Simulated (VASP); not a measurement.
A run of VASP 6.6.1 is set up as follows.

The input POSCAR:

```
BAs
1.0
    0.0000000000      2.3918676038      2.3918676038
    2.3918676038      0.0000000000      2.3918676038
    2.3918676038      2.3918676038      0.0000000000
B As
1 1
Direct
    0.0000000000      0.0000000000      0.0000000000
    0.2500000000      0.2500000000      0.2500000000
```

File INCAR.step1:

```
SYSTEM = BAs
PREC = Accurate
ENCUT = 520
EDIFF = 1E-5
ISMEAR = 0
SIGMA = 0.01
LREAL = .FALSE.
LASPH = .TRUE.
NELM = 80
ALGO = Normal
ISIF = 2
LWAVE = .TRUE.
LCHARG = .FALSE.
GGA = PE
NBANDS = 11
```

File INCAR.step2:

```
SYSTEM = BAs
PREC = Accurate
ENCUT = 520
EDIFF = 1E-6
ISMEAR = 0
SIGMA = 0.01
LREAL = .FALSE.
LASPH = .TRUE.
NELM = 80
ALGO = Normal
ISIF = 2
LWAVE = .FALSE.
LCHARG = .FALSE.
GGA = PE
LHFCALC = .TRUE.
HFSCREEN = 0.2079
PRECFOCK = Normal
ISTART = 1
NBANDS = 11
```

The input KPOINTS:

```
regular mesh
0
G
  6 6 6
  0 0 0
```

Potentials or basis: VASP PAW PBE potentials, release 64 (B, As).

Launch:

```sh
$ cat potpaw_PBE.64/B/POTCAR potpaw_PBE.64/As/POTCAR > POTCAR
$ cp INCAR.step1 INCAR
$ mpirun -np 1 vasp_std > vasp.out
$ cp INCAR.step2 INCAR
$ mpirun -np 1 vasp_std > vasp.out
```

Q: What does it give for the pressure?

A: -1.2 GPa.

Q: Estimate the band gap on the k mesh.

A: 1.95 eV, indirect (least direct gap 4.11 eV).

Caveat: the PAW data sets were made with another functional, which shifts forces and pressure a little. A k mesh can miss the band edges.
